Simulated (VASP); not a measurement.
Input of a VASP 6.6.1 run:

File INCAR:

```
PREC     = Accurate       # precision mode
ENCUT    = 520            # plane-wave cutoff, eV
EDIFF    = 1E-6           # SCF threshold, eV
ISMEAR   = -1             # smearing method
SIGMA    = 0.05           # smearing width, eV
LREAL    = F              # projectors in reciprocal space
LASPH    = T              # aspherical terms in the spheres
NELM     = 100            # most SCF steps
ALGO     = Normal         # electronic algorithm
ISIF     = 2              # what is computed and relaxed
LWAVE    = F              # write WAVECAR
LCHARG   = F              # write CHGCAR
LDIPOL   = T            
IDIPOL   = 3            
DIPOL    = 0.5 0.5 0.500
GGA      = PS             # functional
NBANDS   = 36             # bands
```

Contents of KPOINTS:

```
Automatic mesh
0
Gamma
  12 8 1
```

POSCAR

```
Ir
1.0
    2.7192496415      0.0000000000      0.0000000000
    0.0000000000      4.4080115152      0.0000000000
    0.0000000000      0.0000000000     21.4949000000
Ir
6
Direct
    0.7500000000      0.7500000000      0.3802128844
    0.2500000000      0.2500000000      0.4071120250
    0.2500000000      0.7500000000      0.4836728394
    0.7500000000      0.2500000000      0.5163271599
    0.7500000000      0.7500000000      0.5928879754
    0.2500000000      0.2500000000      0.6197871158
```

Potentials or basis: VASP PAW PBE potentials, release 64 (Ir).

Command:

```bash
$ cat potpaw_PBE.64/Ir/POTCAR > POTCAR
$ mpirun -np 1 vasp_std > vasp.out
```

Question: Predict the band gap on the k mesh.

Answer: Zero (band 27 reaches 0.79 eV, above the bottom of band 28 at -1.00 eV).

Question: Estimate the largest force.

Answer: 0.072 eV/Å.

Forces in eV/Å, atoms in the order of the input:
```
Ir   0.000  0.000 -0.072
Ir   0.000  0.000 -0.042
Ir   0.000  0.000  0.020
Ir   0.000  0.000 -0.020
Ir   0.000  0.000  0.042
Ir   0.000  0.000  0.072
```

Caveat: the PAW data sets were made with another functional, which shifts forces and pressure a little; spin-orbit coupling is left out, which moves the levels of the heavy elements.
